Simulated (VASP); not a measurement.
# Al24GeN23 (a cell with a defect) in VASP: single point with PBE

Aim: the single point of Al24GeN23 (a cell with a defect) with PBE.

Everything below comes from runs of VASP 6.6.1. Logs are shortened: lines on timing, memory, paths and dates and some standing lists are left out, and cuts for length are marked.

## (1) The cell of the first run

The cell holds a defect, 48 atoms: a = 9.339 Å, b = 6.226 Å, c = 9.962 Å, α = 90.00°, β = 90.00°, γ = 120.00°.

## (2) Single point, PBE

Contents of INCAR:

```
  PREC = Accurate
  ENCUT = 520
  EDIFF = 1E-7
  ISMEAR = -1
  SIGMA = 0.01
  LREAL = Auto
  LASPH = True
  NELM = 100
  ALGO = Normal
  ISIF = 2
  LWAVE = False
  LCHARG = True
  GGA = PE
  LELF = True
  LVHAR = True
  NBANDS = 130
  NELECT = 202.0
```

Contents of KPOINTS:

```
Automatic mesh
0
Gamma
  3 4 2
```

Contents of POSCAR:

```
Al24GeN23
1.0
    9.3390000000      0.0000000000      0.0000000000
   -3.1130000000      5.3918741640      0.0000000000
    0.0000000000      0.0000000000      9.9620000000
Al Ge N
24 1 23
Direct
    0.1111111111      0.3333333334      0.0000000000
    0.1111111111      0.3333333334      0.5000000000
    0.1111111111      0.8333333334      0.0000000000
    0.1111111111      0.8333333334      0.5000000000
    0.4444444444      0.3333333334      0.0000000000
    0.4444444444      0.3333333334      0.5000000000
    0.4444444444      0.8333333334      0.0000000000
    0.4444444444      0.8333333334      0.5000000000
    0.7777777778      0.3333333334      0.0000000000
    0.7777777778      0.3333333334      0.5000000000
    0.7777777778      0.8333333334      0.0000000000
    0.7777777778      0.8333333334      0.5000000000
    0.2222222222      0.1666666666      0.2500000000
    0.2222222222      0.1666666666      0.7500000000
    0.2222222222      0.6666666666      0.2500000000
    0.2222222222      0.6666666666      0.7500000000
    0.5555555556      0.1666666666      0.2500000000
    0.5555555556      0.1666666666      0.7500000000
    0.5555555556      0.6666666666      0.2500000000
    0.5555555556      0.6666666666      0.7500000000
    0.8888888889      0.1666666666      0.2500000000
    0.8888888889      0.1666666666      0.7500000000
    0.8888888889      0.6666666666      0.2500000000
    0.8888888889      0.6666666666      0.7500000000
    0.1111111111      0.3333333334      0.1900000000
    0.1111111111      0.3333333334      0.6900000000
    0.1111111111      0.8333333334      0.1900000000
    0.1111111111      0.8333333334      0.6900000000
    0.4444444444      0.3333333334      0.1900000000
    0.4444444444      0.3333333334      0.6900000000
    0.4444444444      0.8333333334      0.1900000000
    0.4444444444      0.8333333334      0.6900000000
    0.7777777778      0.3333333334      0.1900000000
    0.7777777778      0.3333333334      0.6900000000
    0.7777777778      0.8333333334      0.1900000000
    0.7777777778      0.8333333334      0.6900000000
    0.2222222222      0.1666666666      0.4400000000
    0.2222222222      0.1666666666      0.9400000000
    0.2222222222      0.6666666666      0.4400000000
    0.2222222222      0.6666666666      0.9400000000
    0.5555555556      0.1666666666      0.4400000000
    0.5555555556      0.1666666666      0.9400000000
    0.5555555556      0.6666666666      0.4400000000
    0.5555555556      0.6666666666      0.9400000000
    0.8888888889      0.1666666666      0.4400000000
    0.8888888889      0.1666666666      0.9400000000
    0.8888888889      0.6666666666      0.4400000000
    0.8888888889      0.6666666666      0.9400000000
```

Potentials or basis: VASP PAW PBE potentials, release 64 (Al, Ge_d, N).

Launch:

```
$ cat potpaw_PBE.64/Al/POTCAR potpaw_PBE.64/Ge_d/POTCAR potpaw_PBE.64/N/POTCAR > POTCAR
$ mpirun -np 1 vasp_std > vasp.out
```

OUTCAR:

```text
PREC = Accurate
   ENCUT = 520
   EDIFF = 1E-7
   ISMEAR = -1
   LREAL = Auto
   LASPH = True
   NELM = 100
   ISIF = 2
   GGA = PE
   NELECT = 202.0

 ion  position               nearest neighbor table
   1  0.111  0.333  0.000-  25 1.89  40 1.89  46 1.89  38 1.89  15 3.07  16 3.07  21 3.07  22 3.07
                            13 3.07  14 3.07   5 3.11   9 3.11   7 3.11  11 3.11   3 3.11   3 3.11
   2  0.111  0.333  0.500-  26 1.89  39 1.89  45 1.89  37 1.89  15 3.07  16 3.07  21 3.07  22 3.07
                            13 3.07  14 3.07  25 3.09   6 3.11  10 3.11   8 3.11  12 3.11   4 3.11
   3  0.111  0.833  0.000-  27 1.89  38 1.89  48 1.89  40 1.89  13 3.07  14 3.07  23 3.07  24 3.07
                            15 3.07  16 3.07   7 3.11  11 3.11   5 3.11   9 3.11   1 3.11   1 3.11
   4  0.111  0.833  0.500-  28 1.89  37 1.89  47 1.89  39 1.89  13 3.07  14 3.07  23 3.07  24 3.07
                            15 3.07  16 3.07   8 3.11  12 3.11   6 3.11  10 3.11   2 3.11   2 3.11
   5  0.444  0.333  0.000-  29 1.89  44 1.89  38 1.89  42 1.89  19 3.07  20 3.07  13 3.07  14 3.07
                            17 3.07  18 3.07   1 3.11   3 3.11   7 3.11   7 3.11  11 3.11   9 3.11
   6  0.444  0.333  0.500-  30 1.89  43 1.89  37 1.89  41 1.89  19 3.07  20 3.07  13 3.07  14 3.07
                            17 3.07  18 3.07   2 3.11   4 3.11   8 3.11   8 3.11  12 3.11  10 3.11
   7  0.444  0.833  0.000-  31 1.89  42 1.89  40 1.89  44 1.89  17 3.07  18 3.07  15 3.07  16 3.07
                            19 3.07  20 3.07   3 3.11   1 3.11   5 3.11   5 3.11   9 3.11  11 3.11
   8  0.444  0.833  0.500-  32 1.89  41 1.89  39 1.89  43 1.89  17 3.07  18 3.07  15 3.07  16 3.07
                            19 3.07  20 3.07   4 3.11   2 3.11   6 3.11   6 3.11  10 3.11  12 3.11
   9  0.778  0.333  0.000-  33 1.89  48 1.89  42 1.89  46 1.89  23 3.07  24 3.07  17 3.07  18 3.07
[... 16 lines left out ...]
                             5 3.07   6 3.07  21 3.11  23 3.11  19 3.11  19 3.11  15 3.11  13 3.11
  18  0.556  0.167  0.750-  42 1.89  32 1.89  34 1.89  30 1.89   7 3.07   8 3.07   9 3.07  10 3.07
                             5 3.07   6 3.07  22 3.11  24 3.11  20 3.11  20 3.11  16 3.11  14 3.11
  19  0.556  0.667  0.250-  43 1.89  29 1.89  35 1.89  31 1.89   5 3.07   6 3.07  11 3.07  12 3.07
                             7 3.07   8 3.07  23 3.11  21 3.11  17 3.11  17 3.11  13 3.11  15 3.11
  20  0.556  0.667  0.750-  44 1.89  30 1.89  36 1.89  32 1.89   5 3.07   6 3.07  11 3.07  12 3.07
                             7 3.07   8 3.07  24 3.11  22 3.11  18 3.11  18 3.11  14 3.11  16 3.11
  21  0.889  0.167  0.250-  45 1.89  35 1.89  25 1.89  33 1.89  11 3.07  12 3.07   1 3.07   2 3.07
                             9 3.07  10 3.07  17 3.11  13 3.11  19 3.11  15 3.11  23 3.11  23 3.11
  22  0.889  0.167  0.750-  46 1.89  36 1.89  26 1.89  34 1.89  11 3.07  12 3.07   1 3.07   2 3.07
                             9 3.07  10 3.07  18 3.11  14 3.11  20 3.11  16 3.11  24 3.11  24 3.11
  23  0.889  0.667  0.250-  47 1.89  33 1.89  27 1.89  35 1.89   9 3.07  10 3.07   3 3.07   4 3.07
                            11 3.07  12 3.07  19 3.11  15 3.11  17 3.11  13 3.11  21 3.11  21 3.11
  24  0.889  0.667  0.750-  48 1.89  34 1.89  28 1.89  36 1.89   9 3.07  10 3.07   3 3.07   4 3.07
                            11 3.07  12 3.07  20 3.11  16 3.11  18 3.11  14 3.11  22 3.11  22 3.11
  25  0.111  0.333  0.190-   1 1.89  15 1.89  21 1.89  13 1.89   2 3.09
  26  0.111  0.333  0.690-   2 1.89  16 1.89  22 1.89  14 1.89
  27  0.111  0.833  0.190-   3 1.89  13 1.89  23 1.89  15 1.89
  28  0.111  0.833  0.690-   4 1.89  14 1.89  24 1.89  16 1.89
  29  0.444  0.333  0.190-   5 1.89  19 1.89  13 1.89  17 1.89
  30  0.444  0.333  0.690-   6 1.89  20 1.89  14 1.89  18 1.89
  31  0.444  0.833  0.190-   7 1.89  17 1.89  15 1.89  19 1.89
[... 15 lines left out ...]
  47  0.889  0.667  0.440-  23 1.89  10 1.89   4 1.89  12 1.89
  48  0.889  0.667  0.940-  24 1.89   9 1.89   3 1.89  11 1.89

  Warning from LATTYP: Monoclinic adjustment (A1->A3, A2->A1, A3->A2)!
  Warning from LATTYP: Got some problem with cell dimensions!
  Tried to take original basis but could not verify dimensions!
  LATTYP: Found a simple monoclinic cell.
 ALAT       =     6.2260000000
 B/A-ratio  =     1.6000642467
 C/A-ratio  =     1.3228756555
 COS(beta)  =    -0.1889822365

  Lattice vectors:

 A1 = (  -3.1130000000,   5.3918741640,   0.0000000000)
 A2 = (   0.0000000000,   0.0000000000,  -9.9620000000)
 A3 = (  -6.2260000000,  -5.3918741640,   0.0000000000)

Analysis of symmetry for initial positions (statically):
=====================================================================
 Subroutine PRICEL returns:
 Original cell was already a primitive cell.

 Routine SETGRP: Setting up the symmetry group for a
 simple monoclinic supercell.

 Subroutine GETGRP returns: Found  1 space group operations
 (whereof  1 operations were pure point group operations)
 out of a pool of  4 trial point group operations.

The static configuration has the point symmetry C_1 .

Analysis of symmetry for dynamics (positions and initial velocities):
=====================================================================
 Subroutine PRICEL returns:
 Original cell was already a primitive cell.

 Routine SETGRP: Setting up the symmetry group for a
 simple monoclinic supercell.
[... 155 lines left out ...]
  0.333333  0.000000  0.000000      2.000000
  0.000000  0.250000  0.000000      2.000000
  0.333333  0.250000  0.000000      2.000000
 -0.333333  0.250000  0.000000      2.000000
  0.000000  0.500000  0.000000      1.000000
  0.333333  0.500000  0.000000      2.000000
  0.000000  0.000000  0.500000      1.000000
  0.333333  0.000000  0.500000      2.000000
  0.000000  0.250000  0.500000      2.000000
  0.333333  0.250000  0.500000      2.000000
 -0.333333  0.250000  0.500000      2.000000
  0.000000  0.500000  0.500000      1.000000
  0.333333  0.500000  0.500000      2.000000
   k-points           NKPTS =     14   k-points in BZ     NKDIM =     14   number of bands    NBANDS=    130
   number of dos      NEDOS =    301   number of ions     NIONS =     48
   total plane-waves  NPLWV = 268800
   dimension x,y,z NGX =    70 NGY =   48 NGZ =   80
   dimension x,y,z NGXF=   140 NGYF=   96 NGZF=  160
   ions per type =              24   1  23
   NGX,Y,Z   is equivalent  to a cutoff of  12.46, 12.82, 13.35 a.u.
   NGXF,Y,Z  is equivalent  to a cutoff of  24.92, 25.63, 26.70 a.u.
 SYSTEM =  unknown system
   PREC   = accura    normal or accurate (medium, high low for compatibility)
   ISTART =      0    job   : 0-new  1-cont  2-samecut
   ICHARG =      2    charge: 1-file 2-atom 10-const
   ISPIN  =      1    spin polarized calculation?
   LNONCOLLINEAR =      F non collinear calculations
   LSORBIT =      F    spin-orbit coupling
   LASPH  =      T    aspherical Exc in radial PAW
   ENCUT  =  520.0 eV  38.22 Ry    6.18 a.u.  17.36 11.58 18.52*2*pi/ulx,y,z
   NELM   =    100;   NELMIN=  2; NELMDL= -5     # of ELM steps
   EDIFF  = 0.1E-06   stopping-criterion for ELM
   LREAL  =      T    real-space projection
   EDIFFG = 0.1E-05   stopping-criterion for IOM
   NSW    =      0    number of steps for IOM
   IBRION =     -1    ionic relax: 0-MD 1-quasi-New 2-CG
   NFREE  =      0    steps in history (QN), initial steepest desc. (CG)
   ISIF   =      2    stress and relaxation
   ISYM   =      2    0-nonsym 1-usesym 2-fastsym
   POTIM  = 0.5000    time-step for ionic-motion
   TEBEG  =    0.0;   TEEND  =   0.0 temperature during run
   PSTRESS=    0.0 pullay stress
   NELECT =     202.0000    total number of electrons
   NUPDOWN=      -1.0000    fix difference up-down
   EMIN   =  10.00;   EMAX   =-10.00  energy-range for DOS
   EFERMI =   0.00;   METHOD = LEGACY
   ISMEAR =    -1;   SIGMA  =   0.01  broadening in eV -4-tet -1-fermi 0-gaus
   EFERMI_NEDOS =   21; number of points for ismear=-14 and -15
   IALGO  =     38    algorithm
   IMIX   =      4    mixing-type and parameters
     AMIX     =   0.40;   BMIX     =  1.00
     AMIX_MAG =   1.60;   BMIX_MAG =  1.00
  volume/ion in A,a.u.               =      10.45        70.52
  Fermi-wavevector in a.u.,A,eV,Ry     =   1.208917  2.284521 19.884639  1.461480
  Thomas-Fermi vector in A             =   2.344510
   LORBIT       =      0    0 simple, 1 ext, 2 COOP (PROOUT), +10 PAW based schemes
   GGA     = PE    functional components
   LHFCALC =     F    Hartree Fock is set to
   AEXX    =    0.0000 exact exchange contribution
   IVDW    =     0    specifies the selected vdW correction
   LEPSILON=     F    determine dielectric tensor
   LRPA    =     F    only Hartree local field effects (RPA)
 non-spin polarized calculation
  energy-cutoff  :      520.00
  volume of cell :      501.63
 maximum number of plane-waves:     13526
 NGX is ok and might be reduce to    70
   NGX = 35   NGY = 23   NGZ = 37

 number of electron     201.9999978 magnetization

 Free energy of the ion-electron system (eV)
  ---------------------------------------------------
  ext. energy  EPLUGINS =         0.00000000
  ---------------------------------------------------
  free energy    TOTEN  =      -330.28752571 eV

  energy without entropy =     -330.28752571  energy(sigma->0) =     -330.28752571

 E-fermi :   8.3022     XC(G=0): -11.0278

 val. band max:        8.0615762317   @ k =   0.0000   0.0000   0.0000
 cond. band min:      10.6391813405   @ k =   0.0000   0.0000   0.0000
 fundamental gap:      2.5776051088
 Fermi energy:         8.3021531225

 k-point     1 :       0.0000    0.0000    0.0000
  band No.  band energies     occupation
      1     -15.1205      2.00000
      2     -15.1118      2.00000
      3     -15.1109      2.00000
      4     -15.0093      2.00000
      5     -15.0074      2.00000
      6      -8.9096      2.00000
[... 1613 lines left out ...]
    112      12.7223      0.00000
    113      12.8438      0.00000
 [bands above 113 left out]

------------------------ aborting loop because EDIFF is reached ----------------------------------------

  FORCE on cell =-STRESS in cart. coord.  units (eV):
  Direction    XX          YY          ZZ          XY          YZ          ZX
  --------------------------------------------------------------------------------------
  -------------------------------------------------------------------------------------
  Total       54.8164893     54.9029039     60.3303214     -0.1194637     -0.0021266     -0.0051423
  in kB      175.0794363    175.3554374    192.6901702     -0.3815573     -0.0067921     -0.0164241
  external PRESSURE =     181.0416813 kB  Pullay stress =       0.0000000 kB

 VOLUME and BASIS-vectors are now :
 -----------------------------------------------------------------------------
  energy-cutoff  :      520.00
  volume of cell :      501.63
      direct lattice vectors                 reciprocal lattice vectors
     9.339000000  0.000000000  0.000000000     0.107077846  0.061821423  0.000000000
    -3.113000000  5.391874164  0.000000000     0.000000000  0.185464269  0.000000000
     0.000000000  0.000000000  9.962000000     0.000000000  0.000000000  0.100381450

 POSITION                                       TOTAL-FORCE (eV/Angst)
 -----------------------------------------------------------------------------------
     -0.00000      1.79729      0.00000         0.028956      0.018215     -9.773980
     -0.00000      1.79729      4.98100         0.036504      0.021331     -0.899408
     -1.55650      4.49323      0.00000         0.136663      0.084637      0.348428
     -1.55650      4.49323      4.98100         0.246131      0.149245     -0.352759
      3.11300      1.79729      0.00000        -0.275671     -0.114510      0.208732
      3.11300      1.79729      4.98100        -0.215399     -0.187264     -0.313574
[... 40 lines left out ...]
      6.22600      3.59458      4.38328        -0.113581     -0.060560      0.344372
      6.22600      3.59458      9.36428        -0.104207     -0.055925     -0.095194
 -----------------------------------------------------------------------------------
    total drift:                               -0.001221     -0.000811      0.028154

  FREE ENERGIE OF THE ION-ELECTRON SYSTEM (eV)
  ---------------------------------------------------
  free  energy   TOTEN  =      -330.2875257122 eV

  energy  without entropy=     -330.2875257122  energy(sigma->0) =     -330.28752571
```

Wall time 23 min (1 thread of Intel Xeon 6975P-C (Granite Rapids), shared host); peak memory 0.91 GiB.

Results:

```
Free energy   : -330.2875 eV
Largest force : 9.774 eV/Å
```

Forces in eV/Å, atoms in the order of the input:
```
Al   0.029  0.018 -9.774
Al   0.037  0.021 -0.899
Al   0.137  0.085  0.348
Al   0.246  0.149 -0.353
Al  -0.276 -0.115  0.209
Al  -0.215 -0.187 -0.314
Al  -0.230 -0.176  0.179
Al  -0.247 -0.077 -0.298
Al   0.244 -0.046  0.206
Al   0.176 -0.111 -0.316
Al   0.092  0.242  0.176
Al  -0.002  0.212 -0.304
Al   7.940 -4.806  2.883
Al   0.025 -0.078  0.081
Al  -0.212  9.265  2.892
Al  -0.052  0.061  0.079
Al   0.022  0.083 -0.449
Al  -0.013 -0.022 -0.028
Al  -0.124 -0.142 -0.390
Al  -0.001  0.012 -0.041
Al  -7.954 -4.567  2.943
Al  -0.011 -0.011  0.063
Al   0.324  0.155 -0.392
Al   0.057  0.030 -0.033
Ge  -0.006 -0.005  0.798
N   -0.012 -0.006  0.123
N    0.145  0.084  0.167
N   -0.146 -0.086  0.118
N    0.911 -0.067  0.152
N    0.107  0.105  0.119
N    0.485  0.866  0.149
N    0.141  0.038  0.119
N   -0.916 -0.065  0.148
N   -0.096  0.062  0.118
N   -0.595 -0.805  0.140
N    0.007 -0.114  0.119
N    0.617 -0.289  1.180
N    0.509 -0.226 -0.998
N    0.064  0.683  1.174
N    0.063  0.558 -0.992
N    0.038  0.048  0.318
N    0.032  0.038 -0.097
N    0.048  0.003  0.314
N    0.041  0.004 -0.076
N   -0.663 -0.387  1.157
N   -0.548 -0.319 -0.969
N   -0.114 -0.061  0.344
N   -0.104 -0.056 -0.095
```

Caveat: the cell carries a net charge on a neutralising background, which shifts energy and pressure; the cell is charged against a uniform background, so pressure and absolute levels hang on convention.
